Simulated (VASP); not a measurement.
Write the native input for VASP 6.6.1 that does the following.

| Item | Value |
| --- | --- |
| Task | relaxation of cell and atoms |
| Functional | PBE |
| Potentials or basis | VASP PAW PBE potentials, release 64 (Ga_d, N) |
| Cutoff | 600 eV |
| k mesh | 16 × 16 × 16 |
| Occupations | fermi-dirac, width 0.1 eV |
| Spin | no spin polarisation |
| Target pressure | 170 GPa |
| Dipole correction | no |
| Further INCAR settings | ALGO = Normal; EDIFF = 1e-06; IBRION = 2; EDIFFG = -0.005; NSW = 60; ISIF = 3 |

The structure of GaN (CsCl type) lies in POSCAR:

```
GaN
1.0
    2.3594381370      0.0000000000      0.0000000000
    0.0000000000      2.3594381370      0.0000000000
    0.0000000000      0.0000000000      2.3594381370
Ga N
1 1
Direct
    0.0000000000      0.0000000000      0.0000000000
    0.5000000000      0.5000000000      0.5000000000
```

One way to write it, as run:

INCAR

```
SYSTEM = GaN
ALGO     = Normal         ! electronic algorithm
EDIFF    = 1E-6           ! SCF threshold, eV
EDIFFG   = -0.005         ! ionic threshold
ENCUT    = 600            ! plane-wave cutoff, eV
GGA      = PE             ! functional
IBRION   = 2              ! ionic algorithm
ISIF     = 3              ! what is computed and relaxed
ISMEAR   = -1             ! smearing method
LASPH    = .True.         ! aspherical terms in the spheres
LCHARG   = .False.        ! write CHGCAR
LREAL    = .False.        ! projectors in reciprocal space
LWAVE    = .False.        ! write WAVECAR
NELM     = 80             ! most SCF steps
NSW      = 60             ! ionic steps
PREC     = Accurate       ! precision mode
PSTRESS  = 1700.0       
SIGMA    = 0.1            ! smearing width, eV
```

KPOINTS

```
k-points
0
Gamma
  16 16 16
  0 0 0
```

Potentials or basis: VASP PAW PBE potentials, release 64 (Ga_d, N).

The run is started by

```sh
$ cat potpaw_PBE.64/Ga_d/POTCAR potpaw_PBE.64/N/POTCAR > POTCAR
$ mpirun -np 1 vasp_std > vasp.out
```

Results of the run:

- Relaxed volume: 6.74 Å³/atom
- Relaxed cell: a = 2.380 Å, b = 2.380 Å, c = 2.380 Å, α = 90.00°, β = 90.00°, γ = 90.00°
- Space group after relaxing (to 0.05 Å): Pm-3m (No. 221)
- Energy change on relaxing (the enthalpy is what falls): -193.8 meV/atom
- Ionic steps: 4
- Pressure after relaxing: 170.1 GPa
- Band gap on the k mesh: zero (band 9 reaches 14.55 eV, above the bottom of band 10 at 12.91 eV)

Caveat: the cell is relaxed towards a set pressure, so the enthalpy falls and the energy may rise.

It took 43 s on 1 thread of AMD EPYC 9R45 96-Core Processor (Zen 5) (shared host), peak memory 0.13 GiB.
